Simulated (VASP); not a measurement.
## H3C2N: single point with PBE

H3C2N:

```
C N H
1.0
     8.05175    0.00000    0.00000
     0.00000    8.05175    0.00000
     0.00000    0.00000    8.05175
C N H
12 6 18
Direct
  0.20722 0.52567 0.75163
  0.35703 0.42386 0.74130
  0.18668 0.80329 0.35725
  0.16036 0.91933 0.48866
  0.75230 0.25371 0.42335
  0.91139 0.32826 0.39875
  0.79899 0.00181 0.78928
  0.88906 0.90228 0.91018
  0.15289 0.17306 0.06484
  0.29856 0.24031 0.14778
  0.67270 0.54661 0.02844
  0.67960 0.65958 0.17735
  0.46307 0.32988 0.73847
  0.13196 0.01548 0.59207
  0.03407 0.39808 0.38043
  0.97775 0.81990 0.99027
  0.42937 0.26699 0.20468
  0.65925 0.73794 0.29300
  0.23623 0.65299 0.71783
  0.10805 0.47063 0.66307
  0.16255 0.52346 0.88412
  0.10995 0.83134 0.24438
  0.31649 0.80443 0.31999
  0.14789 0.67656 0.39178
  0.69037 0.29178 0.54243
  0.65942 0.29250 0.32958
  0.75733 0.12032 0.41021
  0.67071 0.95757 0.77514
  0.79142 0.13396 0.82442
  0.85101 0.99183 0.66956
  0.19715 0.13468 0.94237
  0.11646 0.05986 0.14284
  0.05410 0.27706 0.07978
  0.78202 0.57724 0.95444
  0.63765 0.41674 0.06106
  0.56047 0.57647 0.95285
```

```
Program                : VASP 6.6.1
Task                   : single point
Functional             : PBE
Potentials or basis    : VASP PAW PBE potentials, release 64 (C_h, N_h, H_h)
Cutoff                 : 1000 eV
k mesh                 : 1 × 1 × 1
Occupations            : fermi-dirac, width 0.02 eV
Spin                   : no spin polarisation
Dipole correction      : no
Further INCAR settings : LREAL = Auto; ALGO = Normal; EDIFF = 1e-06; NBANDS = 72
```

The pressure is 0.6 GPa, the largest force is 4.635 eV/Å and the band gap on the k mesh is 6.17 eV.

Forces in eV/Å, atoms in the order of the input:
```
C   -0.736 -1.025 -0.022
C   -2.493  1.375  0.032
C   -0.473 -0.478 -0.956
C   -0.310  0.162 -0.029
C   -1.224  0.422  0.270
C   -1.688 -0.455  0.386
C   -1.285  0.123  1.432
C    0.730 -0.174 -0.435
C   -0.580  0.734  1.981
C    1.270 -0.541  0.234
C   -0.960  1.073  0.748
C   -0.607 -3.042 -3.444
N    2.151 -1.497 -0.105
N    0.109  0.204  0.364
N    1.810  0.966 -0.294
N   -0.617  0.366 -0.231
N   -0.879  0.236 -0.309
N   -0.103  1.929  2.601
H   -0.131  0.345 -0.103
H    1.140  0.698  0.996
H    0.132  0.108 -0.844
H    0.278  0.033  0.582
H    0.396 -0.138 -0.054
H    0.190  0.046  0.102
H    0.610 -0.339 -0.398
H    0.364  0.096 -0.025
H    0.092 -0.645  0.221
H   -0.117 -0.008  0.279
H    0.098 -0.221  0.060
H    1.005 -0.128 -1.162
H   -0.644  0.117 -0.358
H    0.047  1.132 -0.987
H    0.812 -1.546 -0.780
H    0.153 -0.754 -0.157
H    0.979  0.372  0.126
H    0.480  0.458  0.281
```

Stress tensor (GPa, compression positive):
```
 0.80 -0.13 -0.80
-0.13  0.40  0.12
-0.80  0.12  0.53
```

Levels at points of the mesh, in eV from the valence-band top:
```csv
k point,band 45,band 46,band 47,band 48,band 49,band 50,band 51,band 52
"(0.00, 0.00, 0.00)",-0.25,-0.24,-0.18,0.00,6.17,6.59,6.72,6.91
```

It took 86 s on 1 thread of AMD EPYC 9R45 96-Core Processor (Zen 5), with other jobs on the host, peak memory 1 GiB.

Caveat: the k points lie up to 0.78 Å⁻¹ apart; the atoms stand as in a frame of molecular dynamics.
